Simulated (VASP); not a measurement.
Wanted: the native input for a VASP 6.6.1 run.

* Task: relaxation of cell and atoms
* Functional: PBE
* Potentials or basis: VASP PAW PBE potentials, release 64 (Ag)
* Cutoff: 600 eV
* k mesh: 6 × 6 × 6
* Occupations: gaussian, width 0.1 eV
* Spin: no spin polarisation
* Dipole correction: no
* Further INCAR settings: ALGO = Normal; EDIFF = 1e-07; IBRION = 2; EDIFFG = -0.04; NSW = 90; ISIF = 3

The structure of Ag lies in POSCAR:

```
Ag
1.0
    0.0000000000      3.1383736300      3.1383736300
    3.1383736300      0.0000000000      3.1383736300
    3.1383736300      3.1383736300      0.0000000000
Ag
3
Direct
    0.2500000000      0.2500000000      0.2500000000
    0.7500000000      0.7500000000      0.7500000000
    0.0000000000      0.0000000000      0.0000000000
```

These files were run (other wordings do the same):

INCAR

```
SYSTEM = Ag
PREC = Accurate ; ENCUT = 600
EDIFF = 1E-7 ; ISMEAR = 0
SIGMA = 0.1 ; LREAL = .False.
LASPH = .True. ; NELM = 60
ALGO = Normal ; ISIF = 3
LWAVE = .False. ; LCHARG = .False.
GGA = PE ; IBRION = 2
NSW = 90 ; EDIFFG = -0.04
```

KPOINTS

```
regular mesh
0
Gamma
  6 6 6
  0 0 0
```

Potentials or basis: VASP PAW PBE potentials, release 64 (Ag).

Run with:

```console
$ cat potpaw_PBE.64/Ag/POTCAR > POTCAR
$ mpirun -np 1 vasp_std > vasp.out
```

It gave:

```json
{"Relaxed volume": "21.67 Å³/atom", "Relaxed cell": "a = 4.513 Å, b = 4.513 Å, c = 4.513 Å, α = 60.00°, β = 60.00°, γ = 60.00°", "Space group after relaxing (to 0.05 Å)": "Fm-3m (No. 225)", "Energy gained by relaxing": "11.4 meV/atom", "Ionic steps": "3", "Pressure after relaxing": "0.0 GPa"}
```

It took 30 s on 1 thread of Intel(R) Xeon(R) 6975P-C (Granite Rapids), on a shared host, peak memory 0.21 GiB.
